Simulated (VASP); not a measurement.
# Sn (Fd-3m) in VASP: settings compared, part 2 of 2

VASP 6.6.1.

### 5 Relaxation of cell and atoms, BLYP

This run uses another cell than the first one, of 33.80 Å³/atom, 0.894 times its volume.

Input file INCAR:

```
PREC = Accurate
ENCUT = 600
EDIFF = 1E-6
ISMEAR = -1
SIGMA = 0.05
LREAL = F
LASPH = T
NELM = 60
ALGO = Normal
ISIF = 3
LWAVE = F
LCHARG = F
GGA = B5
ALDAX = 1.0
AGGAX = 1.0
AGGAC = 1.0
ALDAC = 0.0
IBRION = 2
NSW = 60
EDIFFG = -0.01
```

Input file KPOINTS:

```
regular mesh
0
Gamma
  7 7 7
```

Input file POSCAR:

```
Sn
1.0
    0.0000000000      3.2333428000      3.2333428000
    3.2333428000      0.0000000000      3.2333428000
    3.2333428000      3.2333428000      0.0000000000
Sn
2
Direct
    0.7500000000      0.7500000000      0.7500000000
    0.5000000000      0.5000000000      0.5000000000
```

Potentials or basis: VASP PAW PBE potentials, release 64 (Sn_d).

Run with:

```console
$ cat potpaw_PBE.64/Sn_d/POTCAR > POTCAR
$ mpirun -np 1 vasp_std > vasp.out
```

OUTCAR:

```text
PREC = Accurate
   ENCUT = 600
   EDIFF = 1E-6
   ISMEAR = -1
   LREAL = F
   LASPH = T
   NELM = 60
   ISIF = 3
   GGA = B5
   IBRION = 2
   NSW = 60
   EDIFFG = -0.01

 ion  position               nearest neighbor table
   1  0.750  0.750  0.750-   2 2.80   2 2.80   2 2.80   2 2.80
   2  0.500  0.500  0.500-   1 2.80   1 2.80   1 2.80   1 2.80

  LATTYP: Found a face centered cubic cell.
 ALAT       =     6.4666856000

  Lattice vectors:

 A1 = (   0.0000000000,   3.2333428000,   3.2333428000)
 A2 = (   3.2333428000,   0.0000000000,   3.2333428000)
 A3 = (   3.2333428000,   3.2333428000,   0.0000000000)

Analysis of symmetry for initial positions (statically):
=====================================================================
 Subroutine PRICEL returns:
 Original cell was already a primitive cell.

 Routine SETGRP: Setting up the symmetry group for a
 face centered cubic supercell.

 Subroutine GETGRP returns: Found 48 space group operations
 (whereof 24 operations were pure point group operations)
 out of a pool of 48 trial point group operations.

The static configuration has the point symmetry T_d .
 The point group associated with its full space group is O_h .

Analysis of symmetry for dynamics (positions and initial velocities):
=====================================================================
 Subroutine PRICEL returns:
 Original cell was already a primitive cell.

 Routine SETGRP: Setting up the symmetry group for a
 face centered cubic supercell.

 Subroutine GETGRP returns: Found 48 space group operations
 (whereof 24 operations were pure point group operations)
 out of a pool of 48 trial point group operations.

The dynamic configuration has the point symmetry T_d .
 The point group associated with its full space group is O_h .

 Subroutine INISYM returns: Found 48 space group operations
 (whereof 24 operations are pure point group operations),
 and found     1 'primitive' translations

----------------------------------------------------------------------------------------

                                     Primitive cell

  volume of cell :      67.6060

  direct lattice vectors                    reciprocal lattice vectors
     0.000000000  3.233342800  3.233342800    -0.154638723  0.154638723  0.154638723
     3.233342800  0.000000000  3.233342800     0.154638723 -0.154638723  0.154638723
     3.233342800  3.233342800  0.000000000     0.154638723  0.154638723 -0.154638723

  length of vectors
     4.572637240  4.572637240  4.572637240     0.267842124  0.267842124  0.267842124

  position of ions in fractional coordinates (direct lattice)
     0.750000000  0.750000000  0.750000000
     0.500000000  0.500000000  0.500000000

  ion indices of the primitive-cell ions
   primitive index   ion index
                 1           1
                 2           2

----------------------------------------------------------------------------------------

 KPOINTS: regular mesh

Automatic generation of k-mesh.
 Grid dimensions read from file:
 generate k-points for:    7    7    7

 Generating k-lattice:

  Cartesian coordinates                     Fractional coordinates (reciprocal lattice)
    -0.022091246  0.022091246  0.022091246     0.142857143  0.000000000  0.000000000
     0.022091246 -0.022091246  0.022091246     0.000000000  0.142857143  0.000000000
     0.022091246  0.022091246 -0.022091246     0.000000000  0.000000000  0.142857143

  Length of vectors
     0.038263161  0.038263161  0.038263161

  Shift w.r.t. Gamma in fractional coordinates (k-lattice)
     0.000000000  0.000000000  0.000000000

 Subroutine IBZKPT returns following result:
 ===========================================

 Found     20 irreducible k-points:

 Following reciprocal coordinates:
            Coordinates               Weight
  0.000000  0.000000  0.000000      1.000000
  0.142857  0.000000  0.000000      8.000000
  0.285714  0.000000  0.000000      8.000000
  0.428571  0.000000  0.000000      8.000000
  0.142857  0.142857  0.000000      6.000000
  0.285714  0.142857  0.000000     24.000000
[... 12 lines left out ...]
 -0.428571  0.428571  0.142857     24.000000
 -0.285714  0.428571  0.142857     24.000000
   k-points           NKPTS =     20   k-points in BZ     NKDIM =     20   number of bands    NBANDS=     18
   number of dos      NEDOS =    301   number of ions     NIONS =      2
   total plane-waves  NPLWV =  64000
   dimension x,y,z NGX =    40 NGY =   40 NGZ =   40
   dimension x,y,z NGXF=    80 NGYF=   80 NGZF=   80
   ions per type =               2
   NGX,Y,Z   is equivalent  to a cutoff of  14.54, 14.54, 14.54 a.u.
   NGXF,Y,Z  is equivalent  to a cutoff of  29.09, 29.09, 29.09 a.u.
 SYSTEM =  unknown system
   PREC   = accura    normal or accurate (medium, high low for compatibility)
   ISTART =      0    job   : 0-new  1-cont  2-samecut
   ICHARG =      2    charge: 1-file 2-atom 10-const
   ISPIN  =      1    spin polarized calculation?
   LNONCOLLINEAR =      F non collinear calculations
   LSORBIT =      F    spin-orbit coupling
   LASPH  =      T    aspherical Exc in radial PAW
   ENCUT  =  600.0 eV  44.10 Ry    6.64 a.u.   9.13  9.13  9.13*2*pi/ulx,y,z
   NELM   =     60;   NELMIN=  2; NELMDL= -5     # of ELM steps
   EDIFF  = 0.1E-05   stopping-criterion for ELM
   LREAL  =      F    real-space projection
   EDIFFG = -.1E-01   stopping-criterion for IOM
   NSW    =     60    number of steps for IOM
   IBRION =      2    ionic relax: 0-MD 1-quasi-New 2-CG
   NFREE  =      1    steps in history (QN), initial steepest desc. (CG)
   ISIF   =      3    stress and relaxation
   ISYM   =      2    0-nonsym 1-usesym 2-fastsym
   POTIM  = 0.5000    time-step for ionic-motion
   TEBEG  =    0.0;   TEEND  =   0.0 temperature during run
   PSTRESS=    0.0 pullay stress
   NELECT =      28.0000    total number of electrons
   NUPDOWN=      -1.0000    fix difference up-down
   EMIN   =  10.00;   EMAX   =-10.00  energy-range for DOS
   EFERMI =   0.00;   METHOD = LEGACY
   ISMEAR =    -1;   SIGMA  =   0.05  broadening in eV -4-tet -1-fermi 0-gaus
   EFERMI_NEDOS =   21; number of points for ismear=-14 and -15
   IALGO  =     38    algorithm
   IMIX   =      4    mixing-type and parameters
     AMIX     =   0.40;   BMIX     =  1.00
     AMIX_MAG =   1.60;   BMIX_MAG =  1.00
  volume/ion in A,a.u.               =      33.80       228.11
  Fermi-wavevector in a.u.,A,eV,Ry     =   1.220298  2.306028 20.260793  1.489126
  Thomas-Fermi vector in A             =   2.355520
   LORBIT       =      0    0 simple, 1 ext, 2 COOP (PROOUT), +10 PAW based schemes
   GGA     = B5    functional components
   LHFCALC =     F    Hartree Fock is set to
   AEXX    =    0.0000 exact exchange contribution
   IVDW    =     0    specifies the selected vdW correction
   LEPSILON=     F    determine dielectric tensor
   LRPA    =     F    only Hartree local field effects (RPA)
 conjugate gradient relaxation of ions
 non-spin polarized calculation
  energy-cutoff  :      600.00
  volume of cell :       67.61
 maximum number of plane-waves:      2281
 NGX is ok and might be reduce to    40
   NGX = 19   NGY = 19   NGZ = 19

--------------------------------------- Ionic step        1  -------------------------------------------

 number of electron      28.0000005 magnetization

 Free energy of the ion-electron system (eV)
  ---------------------------------------------------
  ext. energy  EPLUGINS =         0.00000000
  ---------------------------------------------------
  free energy    TOTEN  =        -6.24729874 eV

  energy without entropy =       -6.24547258  energy(sigma->0) =       -6.24638566

 E-fermi :   6.1672     XC(G=0):  -8.3494

 val. band max:        5.9279457810   @ k =   0.1429   0.0000   0.0000
 cond. band min:       6.2270778645   @ k =   0.4286   0.0000   0.0000
 fundamental gap:      0.2991320835
 Fermi energy:         6.1672475639

 k-point     1 :       0.0000    0.0000    0.0000
  band No.  band energies     occupation
      1     -15.4765      2.00000
      2     -15.4765      2.00000
      3     -15.4765      2.00000
      4     -15.4119      2.00000
      5     -15.4119      2.00000
      6     -15.0934      2.00000
[... 10 lines left out ...]
     17       8.3613      0.00000
     18       8.3613      0.00000
[... 538 lines left out ...]
  energy  without entropy=       -6.4429444863  energy(sigma->0) =       -6.44558961

--------------------------------------- Ionic step        5  -------------------------------------------

 number of electron      28.0000008 magnetization

 Free energy of the ion-electron system (eV)
  ---------------------------------------------------
  ext. energy  EPLUGINS =         0.00000000
  ---------------------------------------------------
  free energy    TOTEN  =        -6.44824836 eV

  energy without entropy =       -6.44297591  energy(sigma->0) =       -6.44561214

 E-fermi :   4.4724     XC(G=0):  -7.7066

 val. band max:        4.4294733321   @ k =   0.1429   0.0000   0.0000
 cond. band min:       4.5991701289   @ k =   0.2857   0.0000   0.0000
 fundamental gap:      0.1696967968
 Fermi energy:         4.4724432276

 k-point     1 :       0.0000    0.0000    0.0000
  band No.  band energies     occupation
      1     -16.7889      2.00000
      2     -16.7889      2.00000
      3     -16.7889      2.00000
      4     -16.7439      2.00000
      5     -16.7439      2.00000
      6     -16.5369      2.00000
[... 10 lines left out ...]
     17       6.7414      0.00000
     18       6.7414      0.00000
[... 426 lines left out ...]
  FREE ENERGIE OF THE ION-ELECTRON SYSTEM (eV)
  ---------------------------------------------------
  free  energy   TOTEN  =        -6.4482483571 eV

  energy  without entropy=       -6.4429759137  energy(sigma->0) =       -6.44561214

 reached required accuracy - stopping structural energy minimisation
```

OSZICAR:

```text
N       E                     dE             d eps       ncg     rms          rms(c)
DAV:   1     0.220540541144E+03    0.22054E+03   -0.16582E+04   720   0.250E+03
DAV:   2     0.150816280761E+02   -0.20546E+03   -0.20381E+03   722   0.475E+02
DAV:   3    -0.569764535101E+01   -0.20779E+02   -0.20646E+02   832   0.154E+02
[... 39 lines left out ...]
DAV:   1    -0.644887452316E+01   -0.63886E-03   -0.14138E-02   794   0.201E+00    0.132E-01
DAV:   2    -0.644836380092E+01    0.51072E-03   -0.93413E-04   892   0.519E-01    0.586E-02
DAV:   3    -0.644825032353E+01    0.11348E-03   -0.36445E-04   932   0.308E-01    0.826E-03
DAV:   4    -0.644824805079E+01    0.22727E-05   -0.13443E-05   762   0.483E-02    0.236E-03
DAV:   5    -0.644824835712E+01   -0.30633E-06   -0.60555E-07   360   0.983E-03
   5 F= -.64482484E+01 E0= -.64456121E+01  d E =-.136277E-04
```

Wall time 4 min (1 thread of Intel Xeon Platinum 8375C at 2.90GHz (Ice Lake), shared host); peak memory 0.25 GiB.

Results:

| Quantity | Value |
| --- | --- |
| Free energy | -6.4482 eV |
| Relaxed volume | 39.58 Å³/atom |
| Relaxed cell | a = 4.819 Å, b = 4.819 Å, c = 4.819 Å, α = 60.00°, β = 60.00°, γ = 60.00° |
| Space group after relaxing (to 0.05 Å) | Fd-3m (No. 227) |
| Energy gained by relaxing | 100.5 meV/atom |
| Ionic steps | 5 |
| Pressure after relaxing | 0.0 GPa |
| Band gap on the k mesh | zero (band 14 reaches 4.71 eV, above the bottom of band 15 at 4.38 eV) |

Step by step:
| step | energy change (eV) | largest force (eV/Å) | pressure (GPa) | volume (Å³) |
| --- | --- | --- | --- | --- |
| 1 | 0.0000 | 0.0000 | 6.54 | 67.61 |
| 2 | -0.1924 | 0.0000 | -0.90 | 82.03 |
| 3 | -0.2009 | 0.0000 | 0.06 | 79.02 |
| 4 | -0.2009 | 0.0000 | -0.04 | 79.26 |
| 5 | -0.2009 | 0.0000 | 0.02 | 79.15 |

Final structure:
```cif
data_structure
_symmetry_space_group_name_H-M 'P 1'
_symmetry_Int_Tables_number 1
_cell_length_a 4.8194
_cell_length_b 4.8194
_cell_length_c 4.8194
_cell_angle_alpha 60.000
_cell_angle_beta 60.000
_cell_angle_gamma 60.000
_cell_volume 79.15
loop_
_atom_site_label
_atom_site_type_symbol
_atom_site_fract_x
_atom_site_fract_y
_atom_site_fract_z
_atom_site_occupancy
Sn1 Sn 0.75000 0.75000 0.75000 1
Sn2 Sn 0.50000 0.50000 0.50000 1
```

Caveat: the volume moved by over 15 % at a fixed basis, so the end points are rough; the PAW data sets were made with another functional, which shifts forces and pressure a little; spin-orbit coupling is left out, which moves the levels of the heavy elements; the volume moved by +17 % from the deposited cell, more than functionals usually miss.

### 6 The runs side by side

| task | level | cell | cutoff (eV) | gap on the mesh (eV) | pressure (GPa) | relaxed volume (Å³/atom) |
| --- | --- | --- | --- | --- | --- | --- |
| single point | revPBE | a = 4.746 Å, angles 60.0°, 2 atoms | 520 | none | 0.0 | - |
| single point | BLYP | a = 4.821 Å, angles 60.0°, 2 atoms | 520 | none | 0.0 | - |
| relaxation of cell and atoms | revPBE | relaxed from a = 4.573 Å, angles 60.0°, 2 atoms | 600 | none | 0.0 | 37.75 |
| relaxation of cell and atoms | BLYP | relaxed from a = 4.573 Å, angles 60.0°, 2 atoms | 600 | none | 0.0 | 39.58 |

Alike in all rows: potentials or basis VASP PAW PBE potentials, release 64 (Sn_d); no spin polarisation; k mesh 7 × 7 × 7; smearing fermi-dirac 0.05 eV.

Caveats: the PAW data sets were made with another functional, which shifts forces and pressure a little; spin-orbit coupling is left out, which moves the levels of the heavy elements; the volume moved by +12 % from the deposited cell, more than functionals usually miss (some runs); the volume moved by over 15 % at a fixed basis, so the end points are rough (some runs); the volume moved by +17 % from the deposited cell, more than functionals usually miss (some runs).

Absolute energies hang on the potentials; compare differences alone.
